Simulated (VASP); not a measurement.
# WC (NiAs type) (P6_3/mmc) in VASP: a series of runs

Runs on WC (NiAs type). Level: PBE. Tasks: single point.

Program: VASP 6.6.1. These are calculated values, not measurements. Logs are shortened: lines on timing, memory, paths and dates and some standing lists are left out, and cuts for length are marked.

**1. The cell of the first run**

Symmetry: P6_3/mmc, No. 194, hexagonal system. Conventional cell: a = 2.582 Å, b = 2.582 Å, c = 5.287 Å, α = 90.00°, β = 90.00°, γ = 120.00°. Within 2.6 Å of W (site symmetry -3m) lie 6 C at 1.99 Å and 6 W at 2.58 Å. Within 2.6 Å of C (site symmetry -6m2) lie 6 W at 1.99 Å and 6 C at 2.58 Å.

**2. Single point, PBE (volume scaled by 0.72)**

Contents of INCAR:

```
SYSTEM = WC
ALGO     = Normal         ! electronic algorithm
EDIFF    = 1E-7           ! SCF threshold, eV
ENCUT    = 520            ! plane-wave cutoff, eV
GGA      = PE             ! functional
ISIF     = 2              ! what is computed and relaxed
ISMEAR   = -1             ! smearing method
LASPH    = .TRUE.         ! aspherical terms in the spheres
LCHARG   = .FALSE.        ! write CHGCAR
LREAL    = .FALSE.        ! projectors in reciprocal space
LWAVE    = .FALSE.        ! write WAVECAR
NBANDS   = 26             ! bands
NELM     = 100            ! most SCF steps
PREC     = Accurate       ! precision mode
SIGMA    = 0.05           ! smearing width, eV
```

Contents of KPOINTS:

```
k-points
0
G
  10 10 6
  0 0 0
```

Contents of POSCAR:

```
WC
1.0
    2.5822465935      0.0000000000      0.0000000000
   -1.2911232968      2.2362911488      0.0000000000
    0.0000000000      0.0000000000      5.2865349846
W C
2 2
Direct
    0.0000000000      0.0000000000      0.0000000000
    0.0000000000      0.0000000000      0.5000000000
    0.3333333333      0.6666666667      0.2500000000
    0.6666666667      0.3333333333      0.7500000000
```

Potentials or basis: VASP PAW PBE potentials, release 64 (W_sv, C).

Run with:

```
> cat potpaw_PBE.64/W_sv/POTCAR potpaw_PBE.64/C/POTCAR > POTCAR
> mpirun -np 1 vasp_std > vasp.out
```

OUTCAR:

```text
SYSTEM = WC
   EDIFF = 1E-7
   ENCUT = 520
   GGA = PE
   ISIF = 2
   ISMEAR = -1
   LASPH = .TRUE.
   LREAL = .FALSE.
   NELM = 100
   PREC = Accurate

 ion  position               nearest neighbor table
   1  0.000  0.000  0.000-   3 1.99   4 1.99   4 1.99   3 1.99   4 1.99   3 1.99   2 2.64   2 2.64

   2  0.000  0.000  0.500-   3 1.99   4 1.99   4 1.99   3 1.99   4 1.99   3 1.99   1 2.64   1 2.64

   3  0.333  0.667  0.250-   1 1.99   2 1.99   1 1.99   2 1.99   1 1.99   2 1.99
   4  0.667  0.333  0.750-   1 1.99   2 1.99   1 1.99   2 1.99   1 1.99   2 1.99

  LATTYP: Found a hexagonal cell.
 ALAT       =     2.5822465935
 C/A-ratio  =     2.0472618680

  Lattice vectors:

 A1 = (   2.5822465935,   0.0000000000,   0.0000000000)
 A2 = (  -1.2911232968,   2.2362911488,   0.0000000000)
 A3 = (   0.0000000000,   0.0000000000,   5.2865349846)

Analysis of symmetry for initial positions (statically):
=====================================================================
 Subroutine PRICEL returns:
 Original cell was already a primitive cell.

 Routine SETGRP: Setting up the symmetry group for a
 hexagonal supercell.

 Subroutine GETGRP returns: Found 24 space group operations
 (whereof 12 operations were pure point group operations)
 out of a pool of 24 trial point group operations.

The static configuration has the point symmetry D_3d.
 The point group associated with its full space group is D_6h.

Analysis of symmetry for dynamics (positions and initial velocities):
=====================================================================
 Subroutine PRICEL returns:
 Original cell was already a primitive cell.

 Routine SETGRP: Setting up the symmetry group for a
 hexagonal supercell.

 Subroutine GETGRP returns: Found 24 space group operations
 (whereof 12 operations were pure point group operations)
 out of a pool of 24 trial point group operations.

The dynamic configuration has the point symmetry D_3d.
 The point group associated with its full space group is D_6h.

 Subroutine INISYM returns: Found 24 space group operations
 (whereof 12 operations are pure point group operations),
 and found     1 'primitive' translations

----------------------------------------------------------------------------------------

                                     Primitive cell

  volume of cell :      30.5279

  direct lattice vectors                    reciprocal lattice vectors
     2.582246593  0.000000000  0.000000000     0.387259684  0.223584483  0.000000000
    -1.291123297  2.236291149  0.000000000     0.000000000  0.447168966  0.000000000
     0.000000000  0.000000000  5.286534985     0.000000000  0.000000000  0.189159819

  length of vectors
     2.582246593  2.582246594  5.286534985     0.447168966  0.447168966  0.189159819

  position of ions in fractional coordinates (direct lattice)
     0.000000000  0.000000000  0.000000000
     0.000000000  0.000000000  0.500000000
     0.333333333  0.666666667  0.250000000
     0.666666667  0.333333333  0.750000000

  ion indices of the primitive-cell ions
   primitive index   ion index
                 1           1
                 2           2
                 3           3
                 4           4

----------------------------------------------------------------------------------------

 KPOINTS: k-points

Automatic generation of k-mesh.
 Grid dimensions read from file:
 generate k-points for:   10   10    6

 Generating k-lattice:

  Cartesian coordinates                     Fractional coordinates (reciprocal lattice)
     0.038725968  0.022358448  0.000000000     0.100000000  0.000000000  0.000000000
     0.000000000  0.044716897  0.000000000     0.000000000  0.100000000  0.000000000
     0.000000000  0.000000000  0.031526636     0.000000000  0.000000000  0.166666667

  Length of vectors
     0.044716897  0.044716897  0.031526636

  Shift w.r.t. Gamma in fractional coordinates (k-lattice)
     0.000000000  0.000000000  0.000000000

 Subroutine IBZKPT returns following result:
 ===========================================

 Found     56 irreducible k-points:

 Following reciprocal coordinates:
            Coordinates               Weight
  0.000000  0.000000  0.000000      1.000000
  0.100000  0.000000  0.000000      6.000000
  0.200000  0.000000  0.000000      6.000000
  0.300000  0.000000  0.000000      6.000000
  0.400000  0.000000  0.000000      6.000000
  0.500000  0.000000  0.000000      3.000000
[... 16 lines left out ...]
  0.300000  0.100000  0.166667     24.000000
  0.400000  0.100000  0.166667     24.000000
 [... further k-points ...]
   k-points           NKPTS =     56   k-points in BZ     NKDIM =     56   number of bands    NBANDS=     26
   number of dos      NEDOS =    301   number of ions     NIONS =      4
   total plane-waves  NPLWV =  16000
   dimension x,y,z NGX =    20 NGY =   20 NGZ =   40
   dimension x,y,z NGXF=    40 NGYF=   40 NGZF=   80
   ions per type =               2   2
   NGX,Y,Z   is equivalent  to a cutoff of  12.88, 12.88, 12.58 a.u.
   NGXF,Y,Z  is equivalent  to a cutoff of  25.75, 25.75, 25.16 a.u.
 SYSTEM =  WC
   PREC   = accura    normal or accurate (medium, high low for compatibility)
   ISTART =      0    job   : 0-new  1-cont  2-samecut
   ICHARG =      2    charge: 1-file 2-atom 10-const
   ISPIN  =      1    spin polarized calculation?
   LNONCOLLINEAR =      F non collinear calculations
   LSORBIT =      F    spin-orbit coupling
   LASPH  =      T    aspherical Exc in radial PAW
   ENCUT  =  520.0 eV  38.22 Ry    6.18 a.u.   4.80  4.80  9.83*2*pi/ulx,y,z
   NELM   =    100;   NELMIN=  2; NELMDL= -5     # of ELM steps
   EDIFF  = 0.1E-06   stopping-criterion for ELM
   LREAL  =      F    real-space projection
   EDIFFG = 0.1E-05   stopping-criterion for IOM
   NSW    =      0    number of steps for IOM
   IBRION =     -1    ionic relax: 0-MD 1-quasi-New 2-CG
   NFREE  =      0    steps in history (QN), initial steepest desc. (CG)
   ISIF   =      2    stress and relaxation
   ISYM   =      2    0-nonsym 1-usesym 2-fastsym
   POTIM  = 0.5000    time-step for ionic-motion
   TEBEG  =    0.0;   TEEND  =   0.0 temperature during run
   PSTRESS=    0.0 pullay stress
   NELECT =      36.0000    total number of electrons
   NUPDOWN=      -1.0000    fix difference up-down
   EMIN   =  10.00;   EMAX   =-10.00  energy-range for DOS
   EFERMI =   0.00;   METHOD = LEGACY
   ISMEAR =    -1;   SIGMA  =   0.05  broadening in eV -4-tet -1-fermi 0-gaus
   EFERMI_NEDOS =   21; number of points for ismear=-14 and -15
   IALGO  =     38    algorithm
   IMIX   =      4    mixing-type and parameters
     AMIX     =   0.40;   BMIX     =  1.00
     AMIX_MAG =   1.60;   BMIX_MAG =  1.00
  volume/ion in A,a.u.               =       7.63        51.50
  Fermi-wavevector in a.u.,A,eV,Ry     =   1.729590  3.268452 40.701598  2.991483
  Thomas-Fermi vector in A             =   2.804307
   LORBIT       =      0    0 simple, 1 ext, 2 COOP (PROOUT), +10 PAW based schemes
   GGA     = PE    functional components
[... 5 lines left out ...]
 non-spin polarized calculation
  energy-cutoff  :      520.00
  volume of cell :       30.53
 maximum number of plane-waves:       848
 NGX is ok and might be reduce to    20
   NGX =  9   NGY =  9   NGZ = 19

 number of electron      35.9999998 magnetization

 Free energy of the ion-electron system (eV)
  ---------------------------------------------------
  ext. energy  EPLUGINS =         0.00000000
  ---------------------------------------------------
  free energy    TOTEN  =       -37.10190573 eV

  energy without entropy =      -37.09660656  energy(sigma->0) =      -37.09925614

 E-fermi :  16.0417     XC(G=0): -15.6042

 val. band max:       16.0116568556   @ k =   0.1000   0.0000   0.1667
 cond. band min:      16.0613503700   @ k =   0.5000   0.0000   0.0000
 fundamental gap:      0.0496935144
 Fermi energy:        16.0416577040

 k-point     1 :       0.0000    0.0000    0.0000
  band No.  band energies     occupation
      1     -57.4904      2.00000
      2     -57.3784      2.00000
      3     -23.2074      2.00000
      4     -21.5473      2.00000
      5     -20.9532      2.00000
      6     -20.9532      2.00000
[... 18 lines left out ...]
     25      25.0113      0.00000
     26      26.9328      0.00000

 k-point     2 :       0.1000    0.0000    0.0000
  band No.  band energies     occupation
      1     -57.4643      2.00000
      2     -57.3530      2.00000
      3     -23.1509      2.00000
      4     -21.5084      2.00000
      5     -21.2319      2.00000
      6     -21.0656      2.00000
[... 18 lines left out ...]
     25      26.3567      0.00000
     26      26.4595      0.00000

 k-point     3 :       0.2000    0.0000    0.0000
  band No.  band energies     occupation
      1     -57.3953      2.00000
      2     -57.2855      2.00000
      3     -22.9998      2.00000
      4     -21.9196      2.00000
      5     -21.7126      2.00000
      6     -21.4044      2.00000
[... 18 lines left out ...]
     25      25.5818      0.00000
     26      26.9965      0.00000

 k-point     4 :       0.3000    0.0000    0.0000
  band No.  band energies     occupation
      1     -57.3091      2.00000
      2     -57.2014      2.00000
      3     -22.8102      2.00000
      4     -22.6975      2.00000
      5     -22.4538      2.00000
      6     -21.3448      2.00000
[... 18 lines left out ...]
     25      25.6015      0.00000
     26      27.9597      0.00000

 k-point     5 :       0.4000    0.0000    0.0000
  band No.  band energies     occupation
      1     -57.2388      2.00000
      2     -57.1325      2.00000
      3     -23.2897      2.00000
      4     -23.0152      2.00000
      5     -22.6437      2.00000
      6     -21.4875      2.00000
[... 18 lines left out ...]
     25      26.6482      0.00000
     26      29.0730      0.00000

 k-point     6 :       0.5000    0.0000    0.0000
  band No.  band energies     occupation
      1     -57.2117      2.00000
      2     -57.1061      2.00000
      3     -23.5050      2.00000
      4     -23.2218      2.00000
      5     -22.5807      2.00000
      6     -21.5411      2.00000
[... 427 lines left out ...]
 k-point    21 :       0.1000    0.1000    0.1667
  band No.  band energies     occupation
      1     -57.4094      2.00000
      2     -57.3138      2.00000
      3     -22.9498      2.00000
      4     -21.6868      2.00000
      5     -21.5501      2.00000
      6     -21.5105      2.00000
[... 18 lines left out ...]
     25      26.1748      0.00000
     26      26.2539      0.00000

 k-point    22 :       0.2000    0.1000    0.1667
  band No.  band energies     occupation
      1     -57.3318      2.00000
      2     -57.2379      2.00000
      3     -22.7812      2.00000
      4     -22.3608      2.00000
      5     -22.1576      2.00000
      6     -21.4348      2.00000
[... 18 lines left out ...]
     25      26.1762      0.00000
     26      27.0852      0.00000

 k-point    23 :       0.3000    0.1000    0.1667
  band No.  band energies     occupation
      1     -57.2535      2.00000
      2     -57.1611      2.00000
      3     -22.9937      2.00000
      4     -22.7689      2.00000
      5     -22.6001      2.00000
      6     -21.5576      2.00000
[... 18 lines left out ...]
     25      26.5992      0.00000
     26      28.2220      0.00000

 k-point    24 :       0.4000    0.1000    0.1667
  band No.  band energies     occupation
      1     -57.2046      2.00000
      2     -57.1132      2.00000
      3     -23.3650      2.00000
      4     -23.1240      2.00000
      5     -22.4918      2.00000
      6     -21.6853      2.00000
[... 18 lines left out ...]
     25      27.8200      0.00000
     26      28.7619      0.00000

 [... further k-points ...]
[... 5 lines left out ...]
  --------------------------------------------------------------------------------------
  -------------------------------------------------------------------------------------
  Total       47.4266552     47.4266552     47.3413877     -0.0000000     -0.0000000      0.0000000
  in kB     2489.0631241   2489.0631241   2484.5880819     -0.0000001     -0.0000000      0.0000000
  external PRESSURE =    2487.5714434 kB  Pullay stress =       0.0000000 kB

 VOLUME and BASIS-vectors are now :
 -----------------------------------------------------------------------------
  energy-cutoff  :      520.00
  volume of cell :       30.53
      direct lattice vectors                 reciprocal lattice vectors
     2.582246593  0.000000000  0.000000000     0.387259684  0.223584483  0.000000000
    -1.291123297  2.236291149  0.000000000     0.000000000  0.447168966  0.000000000
     0.000000000  0.000000000  5.286534985     0.000000000  0.000000000  0.189159819

 POSITION                                       TOTAL-FORCE (eV/Angst)
 -----------------------------------------------------------------------------------
      0.00000      0.00000      0.00000         0.000000      0.000000     -0.000000
      0.00000      0.00000      2.64327        -0.000000      0.000000     -0.000000
     -0.00000      1.49086      1.32163        -0.000000     -0.000000     -0.000000
      1.29112      0.74543      3.96490         0.000000      0.000000      0.000000
 -----------------------------------------------------------------------------------
    total drift:                               -0.000000      0.000000      0.000000

  FREE ENERGIE OF THE ION-ELECTRON SYSTEM (eV)
  ---------------------------------------------------
  free  energy   TOTEN  =       -37.1019057312 eV

  energy  without entropy=      -37.0966065580  energy(sigma->0) =      -37.09925614
```

Run time: 18 s. Hardware: 1 thread of Intel Xeon 6975P-C (Granite Rapids), shared host; peak memory 0.16 GiB.

Results:

* Free energy: -37.1019 eV
* Pressure: 248.8 GPa
* Band gap on the k mesh: zero (band 18 reaches 16.77 eV, above the bottom of band 19 at 15.79 eV)

Levels at points of the mesh, in eV from the Fermi level:
| k point | band 15 | band 16 | band 17 | band 18 | band 19 | band 20 | band 21 | band 22 |
| --- | --- | --- | --- | --- | --- | --- | --- | --- |
| (0.00, 0.00, 0.00) | -1.24 | -1.24 | -1.06 | 0.16 | 0.16 | 1.34 | 1.34 | 4.45 |
| (0.50, 0.00, 0.00) | -4.34 | -3.47 | -1.58 | 0.02 | 3.09 | 6.62 | 7.27 | 7.43 |
| (0.00, 0.00, 0.50) | -3.77 | -3.77 | 0.27 | 0.27 | 1.33 | 1.33 | 1.33 | 1.33 |
| (0.50, 0.00, 0.50) | -3.90 | -3.90 | -2.12 | -2.12 | 6.06 | 6.06 | 6.87 | 6.87 |

Caveat: spin-orbit coupling is left out, which moves the levels of the heavy elements.

**3. Single point, PBE (volume scaled by 0.8)**

Contents of INCAR:

```
PREC = Accurate
ENCUT = 520
EDIFF = 1E-6
ISMEAR = -1
SIGMA = 0.05
LREAL = False
LASPH = True
NELM = 100
ALGO = Normal
ISIF = 2
LWAVE = False
LCHARG = True
GGA = PE
LELF = True
LVHAR = True
NBANDS = 26
```

Contents of KPOINTS:

```
regular mesh
0
Gamma
  10 10 6
```

Contents of POSCAR:

```
WC
1.0
    2.6849701279      0.0000000000      0.0000000000
   -1.3424850640      2.3252523392      0.0000000000
    0.0000000000      0.0000000000      5.4330676288
W C
2 2
Direct
    0.0000000000      0.0000000000      0.0000000000
    0.0000000000      0.0000000000      0.5000000000
    0.3333333333      0.6666666667      0.2500000000
    0.6666666667      0.3333333333      0.7500000000
```

Potentials or basis: VASP PAW PBE potentials, release 64 (W_sv, C).

Run with:

```
> cat potpaw_PBE.64/W_sv/POTCAR potpaw_PBE.64/C/POTCAR > POTCAR
> mpirun -np 1 vasp_std > vasp.out
```

Wall time 16 s (1 thread of Intel Xeon 6975P-C (Granite Rapids), shared host); peak memory 0.17 GiB.

The run converged. Its results:

```
Free energy            : -41.0900 eV
Pressure               : 136.2 GPa
Band gap on the k mesh : zero (band 18 reaches 14.88 eV, above the bottom of band 19 at 14.07 eV)
```

Stress tensor (GPa, compression positive):
```
136.16   0.00   0.00
  0.00 136.16   0.00
  0.00   0.00 136.33
```

Levels at points of the mesh, in eV from the Fermi level:
```csv
k point,band 14,band 15,band 16,band 17,band 18,band 19,band 20,band 21,band 22,band 23
"(0.00, 0.00, 0.00)",-4.70,-1.07,-1.07,-1.06,0.08,0.08,1.22,1.22,4.19,4.20
"(0.50, 0.00, 0.00)",-5.19,-4.23,-2.88,-2.00,-0.14,2.73,5.58,6.15,6.53,6.83
"(0.00, 0.00, 0.50)",-3.45,-3.45,-3.45,0.34,0.34,1.12,1.12,1.12,1.12,6.55
"(0.50, 0.00, 0.50)",-5.08,-3.61,-3.61,-2.13,-2.13,5.42,5.42,5.81,5.81,7.66
```

Caveat: spin-orbit coupling is left out, which moves the levels of the heavy elements.

(Part 1 of 2 ends here.)
